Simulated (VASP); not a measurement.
# BN: single point with PBEsol

BN:

```
B N
1.0
     4.43120    0.00000    0.00000
     0.00000    4.43120    0.00000
     0.00000    0.00000    2.23350
B N
4 4
Direct
  0.17413 0.82587 0.50000
  0.32587 0.32587 0.00000
  0.67413 0.67413 0.00000
  0.82587 0.17413 0.50000
  0.81239 0.81239 0.50000
  0.31239 0.68761 0.00000
  0.68761 0.31239 0.00000
  0.18761 0.18761 0.50000
```

```
Program             : VASP 6.6.1
Task                : single point
Functional          : PBEsol
Potentials or basis : VASP PAW PBE potentials, release 64 (B, N)
Cutoff              : 520 eV
k mesh              : 6 × 6 × 10
Occupations         : gaussian, width 0.05 eV
Spin                : no spin polarisation
```

* Pressure: 65.3 GPa
* Largest force: 1.891 eV/Å
* Band gap on the k mesh: 3.77 eV, indirect (least direct gap 5.39 eV)

Forces on the atoms (eV/Å):
```
B   -1.005  1.005  0.000
B    1.005  1.005  0.000
B   -1.005 -1.005  0.000
B    1.005 -1.005  0.000
N    1.337  1.337  0.000
N    1.337 -1.337  0.000
N   -1.337  1.337  0.000
N   -1.337 -1.337  0.000
```

Stress tensor (GPa, compression positive):
```
  9.17   0.00   0.00
  0.00   9.17   0.00
  0.00   0.00 177.55
```

Levels at points of the mesh, in eV from the valence-band top:
| k point | band 13 | band 14 | band 15 | band 16 | band 17 | band 18 | band 19 | band 20 |
| --- | --- | --- | --- | --- | --- | --- | --- | --- |
| (0.00, 0.00, 0.00) | -1.10 | -1.10 | -0.53 | 0.00 | 6.35 | 6.35 | 7.19 | 7.56 |
| (0.50, 0.00, 0.00) | -2.26 | -2.26 | -0.84 | -0.84 | 6.34 | 6.34 | 8.28 | 8.28 |
| (0.50, 0.50, 0.00) | -2.15 | -2.15 | -1.69 | -1.69 | 6.52 | 6.52 | 10.04 | 10.04 |
| (0.00, 0.00, 0.50) | -5.34 | -5.34 | -3.93 | -3.93 | 5.69 | 5.69 | 9.64 | 9.64 |
| (0.50, 0.00, 0.50) | -4.11 | -4.11 | -3.42 | -3.42 | 6.38 | 6.38 | 8.05 | 8.05 |
| (0.50, 0.50, 0.50) | -3.45 | -3.45 | -3.43 | -3.43 | 5.82 | 5.82 | 6.29 | 6.29 |

Wall time 23 s on 1 thread of Intel(R) Xeon(R) 6975P-C (Granite Rapids), on a shared host, peak memory 0.18 GiB.

Caveat: the PAW data sets were made with another functional, which shifts forces and pressure a little. As with any semilocal functional, this PBEsol gap is likely too small.
